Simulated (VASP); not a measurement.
Write the native input for VASP 6.6.1 that does the following.

```yaml
Task: single point
Functional: PBE
Potentials_or_basis: VASP PAW PBE potentials, release 64 (W_sv, Sb)
Cutoff: 520 eV
k_mesh: 10 × 10 × 6
Occupations: gaussian, width 0.05 eV
Spin: no spin polarisation
Dipole_correction: no
Further_INCAR_settings: ALGO = Normal; EDIFF = 1e-06; NBANDS = 27
```

The structure of SbW lies in POSCAR:

```
SbW
1.0
    4.4374113546      0.0000000000      0.0000000000
   -2.2187056773      3.8429109601      0.0000000000
    0.0000000000      0.0000000000      5.2257293769
W Sb
2 2
Direct
    0.0000000000      0.0000000000      0.0000000000
    0.0000000000      0.0000000000      0.5000000000
    0.3333333333      0.6666666667      0.2500000000
    0.6666666667      0.3333333333      0.7500000000
```

The input as run:

INCAR

```
PREC     = Accurate       # precision mode
ENCUT    = 520            # plane-wave cutoff, eV
EDIFF    = 1E-6           # SCF threshold, eV
ISMEAR   = 0              # smearing method
SIGMA    = 0.05           # smearing width, eV
LREAL    = F              # projectors in reciprocal space
LASPH    = T              # aspherical terms in the spheres
NELM     = 100            # most SCF steps
ALGO     = Normal         # electronic algorithm
ISIF     = 2              # what is computed and relaxed
LWAVE    = F              # write WAVECAR
LCHARG   = T              # write CHGCAR
GGA      = PE             # functional
LELF     = T              # ELF
LVHAR    = T            
NBANDS   = 27             # bands
```

KPOINTS

```
regular mesh
0
Gamma
  10 10 6
```

Potentials or basis: VASP PAW PBE potentials, release 64 (W_sv, Sb).

The run is started by

```sh
$ cat potpaw_PBE.64/W_sv/POTCAR potpaw_PBE.64/Sb/POTCAR > POTCAR
$ mpirun -np 1 vasp_std > vasp.out
```

It gave:

| Property | Result |
| --- | --- |
| Pressure | -2.5 GPa |
| Band gap on the k mesh | zero (bands 19 and 20 overlap by 1.36 eV) |

Caveat: spin-orbit coupling is left out, which moves the levels of the heavy elements.

Run time: 3.4 min on 1 thread of Intel Xeon 8259CL (shared host), peak memory 0.29 GiB.
